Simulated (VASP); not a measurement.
# C (P1) in VASP: further runs

The runs below take C through single point, with r2SCAN.

All numbers are computed with VASP 6.6.1; they aren't measurements. Logs are shortened: lines on timing, memory, paths and dates and some standing lists are left out, and cuts for length are marked.

**1. The cell of the first run**

The typed cell holds 8 atoms: a = 2.510 Å, b = 2.510 Å, c = 8.280 Å, α = 90.00°, β = 90.00°, γ = 120.00°.

**2. Single point, r2SCAN (atoms moved at random)**

Input file POSCAR:

```
C
1.0
    2.5098396852      0.0000000000      0.0000000000
   -1.2549198426      2.1735849268      0.0000000000
    0.0000000000      0.0000000000      8.2803246248
C
8
Direct
   -0.0195994883     -0.0628567017      0.0903934187
   -0.0308897836      0.0442473481      0.5870825235
    0.0125170633      0.0176118747      0.4112698347
    0.0575913727      0.0056012487      0.9126265830
    0.3220249662      0.6765884464      0.1692608701
    0.6554214518      0.3384234606      0.6448483301
    0.3051592485      0.6333978886      0.3442301133
    0.6977751694      0.3469864347      0.8402883266
```

Input file INCAR.step1:

```
SYSTEM = C
PREC = Accurate
ENCUT = 520
ISMEAR = 0
SIGMA = 0.05
LREAL = .False.
LASPH = .True.
NELM = 80
NBANDS = 26
GGA = PE
ALGO = Normal
EDIFF = 1E-4
LWAVE = .True.
LCHARG = .False.
```

Input file INCAR.step2:

```
SYSTEM = C
PREC = Accurate
ENCUT = 520
EDIFF = 1E-6
ISMEAR = 0
SIGMA = 0.05
LREAL = .False.
LASPH = .True.
NELM = 80
ALGO = Normal
ISIF = 2
LWAVE = .False.
LCHARG = .False.
METAGGA = R2SCAN
LMIXTAU = .True.
NBANDS = 26
ISTART = 1
```

Input file KPOINTS:

```
Automatic mesh
0
Gamma
  12 12 4
  0 0 0
```

Potentials or basis: VASP PAW PBE potentials, release 64 (C).

Started as:

```
> cat potpaw_PBE.64/C/POTCAR > POTCAR
> cp INCAR.step1 INCAR
> mpirun -np 1 vasp_std > vasp.out
> cp INCAR.step2 INCAR
> mpirun -np 1 vasp_std > vasp.out
```

OUTCAR:

```text
SYSTEM = C
   PREC = Accurate
   ENCUT = 520
   EDIFF = 1E-6
   ISMEAR = 0
   LREAL = .False.
   LASPH = .True.
   NELM = 80
   ISIF = 2
   METAGGA = R2SCAN
   ISTART = 1

 ion  position               nearest neighbor table
   1  0.980  0.937  0.090-   5 1.47   4 1.48   5 1.58   5 1.74
   2  0.969  0.044  0.587-   6 1.41   3 1.46   6 1.57   6 1.61
   3  0.013  0.018  0.411-   7 1.45   2 1.46   7 1.58   7 1.64
   4  0.058  0.006  0.913-   1 1.48   8 1.52   8 1.55   8 1.64
   5  0.322  0.677  0.169-   7 1.45   1 1.47   1 1.58   1 1.74
   6  0.655  0.338  0.645-   2 1.41   2 1.57   2 1.61   8 1.62
   7  0.305  0.633  0.344-   3 1.45   5 1.45   3 1.58   3 1.64
   8  0.698  0.347  0.840-   4 1.52   4 1.55   6 1.62   4 1.64

  LATTYP: Found a hexagonal cell.
 ALAT       =     2.5098396852
 C/A-ratio  =     3.2991448313

  Lattice vectors:

 A1 = (   2.5098396852,   0.0000000000,   0.0000000000)
 A2 = (  -1.2549198426,   2.1735849268,   0.0000000000)
 A3 = (   0.0000000000,   0.0000000000,   8.2803246248)

Analysis of symmetry for initial positions (statically):
=====================================================================
 Subroutine PRICEL returns:
 Original cell was already a primitive cell.

 Routine SETGRP: Setting up the symmetry group for a
 hexagonal supercell.

 Subroutine GETGRP returns: Found  1 space group operations
 (whereof  1 operations were pure point group operations)
 out of a pool of 24 trial point group operations.

The static configuration has the point symmetry C_1 .

Analysis of symmetry for dynamics (positions and initial velocities):
=====================================================================
 Subroutine PRICEL returns:
 Original cell was already a primitive cell.

 Routine SETGRP: Setting up the symmetry group for a
 hexagonal supercell.

 Subroutine GETGRP returns: Found  1 space group operations
 (whereof  1 operations were pure point group operations)
 out of a pool of 24 trial point group operations.

The dynamic configuration has the point symmetry C_1 .

 Subroutine INISYM returns: Found  1 space group operations
 (whereof  1 operations are pure point group operations),
 and found     1 'primitive' translations

----------------------------------------------------------------------------------------

                                     Primitive cell

  volume of cell :      45.1721

  direct lattice vectors                    reciprocal lattice vectors
     2.509839685  0.000000000  0.000000000     0.398431823  0.230034720  0.000000000
    -1.254919843  2.173584927  0.000000000     0.000000000  0.460069440  0.000000000
     0.000000000  0.000000000  8.280324625     0.000000000  0.000000000  0.120768212

  length of vectors
     2.509839685  2.509839685  8.280324625     0.460069440  0.460069440  0.120768212

  position of ions in fractional coordinates (direct lattice)
     0.980400512  0.937143298  0.090393419
     0.969110216  0.044247348  0.587082524
     0.012517063  0.017611875  0.411269835
     0.057591373  0.005601249  0.912626583
     0.322024966  0.676588446  0.169260870
     0.655421452  0.338423461  0.644848330
     0.305159248  0.633397889  0.344230113
     0.697775169  0.346986435  0.840288327

  ion indices of the primitive-cell ions
   primitive index   ion index
                 1           1
                 2           2
                 3           3
                 4           4
                 5           5
                 6           6
                 7           7
                 8           8

----------------------------------------------------------------------------------------

 KPOINTS: Automatic mesh

Automatic generation of k-mesh.
 Grid dimensions read from file:
 generate k-points for:   12   12    4

 Generating k-lattice:

  Cartesian coordinates                     Fractional coordinates (reciprocal lattice)
     0.033202652  0.019169560  0.000000000     0.083333333 -0.000000000  0.000000000
     0.000000000  0.038339120  0.000000000     0.000000000  0.083333333  0.000000000
     0.000000000  0.000000000  0.030192053     0.000000000  0.000000000  0.250000000

  Length of vectors
     0.038339120  0.038339120  0.030192053

  Shift w.r.t. Gamma in fractional coordinates (k-lattice)
     0.000000000  0.000000000  0.000000000

 Subroutine IBZKPT returns following result:
 ===========================================

 Found    292 irreducible k-points:

 Following reciprocal coordinates:
            Coordinates               Weight
  0.000000  0.000000  0.000000      1.000000
  0.083333 -0.000000  0.000000      2.000000
  0.000000  0.083333  0.000000      2.000000
 -0.083333  0.083333  0.000000      2.000000
  0.166667 -0.000000  0.000000      2.000000
  0.000000  0.166667  0.000000      2.000000
[... 16 lines left out ...]
  0.166667  0.083333  0.000000      2.000000
 -0.083333  0.250000  0.000000      2.000000
 [... further k-points ...]
   k-points           NKPTS =    292   k-points in BZ     NKDIM =    292   number of bands    NBANDS=     26
   number of dos      NEDOS =    301   number of ions     NIONS =      8
   total plane-waves  NPLWV =  25600
   dimension x,y,z NGX =    20 NGY =   20 NGZ =   64
   dimension x,y,z NGXF=    40 NGYF=   40 NGZF=  128
   ions per type =               8
   NGX,Y,Z   is equivalent  to a cutoff of  13.25, 13.25, 12.85 a.u.
   NGXF,Y,Z  is equivalent  to a cutoff of  26.50, 26.50, 25.70 a.u.
 SYSTEM =  C
   PREC   = accura    normal or accurate (medium, high low for compatibility)
   ISTART =      1    job   : 0-new  1-cont  2-samecut
   ICHARG =      0    charge: 1-file 2-atom 10-const
   ISPIN  =      1    spin polarized calculation?
   LNONCOLLINEAR =      F non collinear calculations
   LSORBIT =      F    spin-orbit coupling
   LASPH  =      T    aspherical Exc in radial PAW
   ENCUT  =  520.0 eV  38.22 Ry    6.18 a.u.   4.67  4.67 15.40*2*pi/ulx,y,z
   NELM   =     80;   NELMIN=  2; NELMDL=  0     # of ELM steps
   EDIFF  = 0.1E-05   stopping-criterion for ELM
   LREAL  =      F    real-space projection
   EDIFFG = 0.1E-04   stopping-criterion for IOM
   NSW    =      0    number of steps for IOM
   IBRION =     -1    ionic relax: 0-MD 1-quasi-New 2-CG
   NFREE  =      0    steps in history (QN), initial steepest desc. (CG)
   ISIF   =      2    stress and relaxation
   ISYM   =      2    0-nonsym 1-usesym 2-fastsym
   POTIM  = 0.5000    time-step for ionic-motion
   TEBEG  =    0.0;   TEEND  =   0.0 temperature during run
   PSTRESS=    0.0 pullay stress
   NELECT =      32.0000    total number of electrons
   NUPDOWN=      -1.0000    fix difference up-down
   EMIN   =  10.00;   EMAX   =-10.00  energy-range for DOS
   EFERMI =   0.00;   METHOD = LEGACY
   ISMEAR =     0;   SIGMA  =   0.05  broadening in eV -4-tet -1-fermi 0-gaus
   EFERMI_NEDOS =   21; number of points for ismear=-14 and -15
   IALGO  =     38    algorithm
   IMIX   =      4    mixing-type and parameters
     AMIX     =   0.40;   BMIX     =  1.00
     AMIX_MAG =   1.60;   BMIX_MAG =  1.00
  volume/ion in A,a.u.               =       5.65        38.10
  Fermi-wavevector in a.u.,A,eV,Ry     =   1.459379  2.757827 28.977523  2.129788
  Thomas-Fermi vector in A             =   2.575953
   LORBIT       =      0    0 simple, 1 ext, 2 COOP (PROOUT), +10 PAW based schemes
   METAGGA = R2SCAN    functional components
   LHFCALC =     F    Hartree Fock is set to
   AEXX    =    0.0000 exact exchange contribution
   IVDW    =     0    specifies the selected vdW correction
   LEPSILON=     F    determine dielectric tensor
   LRPA    =     F    only Hartree local field effects (RPA)
 non-spin polarized calculation
 Gauss-broadening in eV      SIGMA  =   0.05
  energy-cutoff  :      520.00
  volume of cell :       45.17
 maximum number of plane-waves:      1236
   NGX =  9   NGY =  9   NGZ = 31

 number of electron      32.0000000 magnetization

 Free energy of the ion-electron system (eV)
  ---------------------------------------------------
  ext. energy  EPLUGINS =         0.00000000
  ---------------------------------------------------
  free energy    TOTEN  =       -76.63505477 eV

  energy without entropy =      -76.63505477  energy(sigma->0) =      -76.63505477

 E-fermi :  12.1675     XC(G=0): -14.2842

 val. band max:       11.9034065492   @ k =   0.0000   0.0000   0.0000
 cond. band min:      13.8737436656   @ k =   0.3333  -0.0000   0.5000
 fundamental gap:      1.9703371165
 Fermi energy:        12.1674941365

 k-point     1 :       0.0000    0.0000    0.0000
  band No.  band energies     occupation
      1     -13.2079      2.00000
      2     -11.3724      2.00000
      3     -11.0856      2.00000
      4      -6.9976      2.00000
      5      -4.7501      2.00000
      6       2.0078      2.00000
[... 18 lines left out ...]
     25      19.5703      0.00000
     26      20.0648      0.00000

 k-point     2 :       0.0833   -0.0000    0.0000
  band No.  band energies     occupation
      1     -13.0291      2.00000
      2     -11.1962      2.00000
      3     -10.9099      2.00000
      4      -6.8351      2.00000
      5      -4.5937      2.00000
      6       2.0774      2.00000
[... 18 lines left out ...]
     25      19.7052      0.00000
     26      20.3826      0.00000

 k-point     3 :       0.0000    0.0833    0.0000
  band No.  band energies     occupation
      1     -13.0290      2.00000
      2     -11.1958      2.00000
      3     -10.9097      2.00000
      4      -6.8351      2.00000
      5      -4.5937      2.00000
      6       2.0750      2.00000
[... 572 lines left out ...]
 k-point    23 :       0.1667    0.0833    0.0000
  band No.  band energies     occupation
      1     -11.9652      2.00000
      2     -10.1505      2.00000
      3      -9.8667      2.00000
      4      -5.8742      2.00000
      5      -3.7212      2.00000
      6       2.0668      2.00000
[... 18 lines left out ...]
     25      20.8758      0.00000
     26      21.7051      0.00000

 k-point    24 :      -0.0833    0.2500    0.0000
  band No.  band energies     occupation
      1     -11.9644      2.00000
      2     -10.1469      2.00000
      3      -9.8636      2.00000
      4      -5.8734      2.00000
      5      -3.7157      2.00000
      6       1.7300      2.00000
[... 18 lines left out ...]
     25      20.8937      0.00000
     26      21.5411      0.00000

 [... further k-points ...]

------------------------ aborting loop because EDIFF is reached ----------------------------------------

  FORCE on cell =-STRESS in cart. coord.  units (eV):
  Direction    XX          YY          ZZ          XY          YZ          ZX
  --------------------------------------------------------------------------------------
  -------------------------------------------------------------------------------------
  Total        2.0724843      2.8986924      3.0528617     -0.8422567     -0.4050039     -0.4642783
  in kB       73.5075386    102.8117511    108.2798785    -29.8734312    -14.3648066    -16.4671731
  external PRESSURE =      94.8663894 kB  Pullay stress =       0.0000000 kB

 VOLUME and BASIS-vectors are now :
 -----------------------------------------------------------------------------
  energy-cutoff  :      520.00
  volume of cell :       45.17
      direct lattice vectors                 reciprocal lattice vectors
     2.509839685  0.000000000  0.000000000     0.398431823  0.230034720  0.000000000
    -1.254919843  2.173584927  0.000000000     0.000000000  0.460069440  0.000000000
     0.000000000  0.000000000  8.280324625     0.000000000  0.000000000  0.120768212

 POSITION                                       TOTAL-FORCE (eV/Angst)
 -----------------------------------------------------------------------------------
      1.28461      2.03696      0.74849        -1.501799      3.918650      3.690469
      2.37678      0.09618      4.86123         5.131408     -3.570257      0.259334
      0.00931      0.03828      3.40545        -1.590575     -3.227993     -2.164801
      0.13752      0.01217      7.55684        -2.788973     -0.612560     -3.309526
     -0.04083      1.47062      1.40153         2.192309     -3.327162     -5.384571
      1.22031      0.73559      5.33955        -3.501613      3.116436      3.617533
     -0.02896      1.37674      2.85034         0.698096      4.174884      1.890724
      1.31586      0.75420      6.95786         1.361148     -0.471998      1.400838
 -----------------------------------------------------------------------------------
    total drift:                               -0.000149      0.000140     -0.000547

  FREE ENERGIE OF THE ION-ELECTRON SYSTEM (eV)
  ---------------------------------------------------
  free  energy   TOTEN  =       -76.6350547667 eV

  energy  without entropy=      -76.6350547667  energy(sigma->0) =      -76.63505477
```

Run time: 20 min. Hardware: 1 thread of AMD EPYC 7R43 (Zen 3), shared host; peak memory 0.29 GiB.

Results:

| Property | Result |
| --- | --- |
| Free energy | -76.6351 eV |
| Pressure | 9.5 GPa |
| Largest force | 6.698 eV/Å |
| Band gap on the k mesh | 1.97 eV (least direct gap 2.06 eV) |

Forces on the atoms (eV/Å):
```
C   -1.502  3.919  3.690
C    5.131 -3.570  0.259
C   -1.591 -3.228 -2.165
C   -2.789 -0.613 -3.310
C    2.192 -3.327 -5.385
C   -3.502  3.116  3.618
C    0.698  4.175  1.891
C    1.361 -0.472  1.401
```

Stress tensor (GPa, compression positive):
```
 7.35 -2.99 -1.65
-2.99 10.28 -1.44
-1.65 -1.44 10.83
```

Caveat: the cell differs from its parent crystal (atoms moved at random); the cell stands under pressure; the PAW data sets were made with another functional, which shifts forces and pressure a little. A k mesh can miss the band edges.

(Part 1 of 2 ends here.)
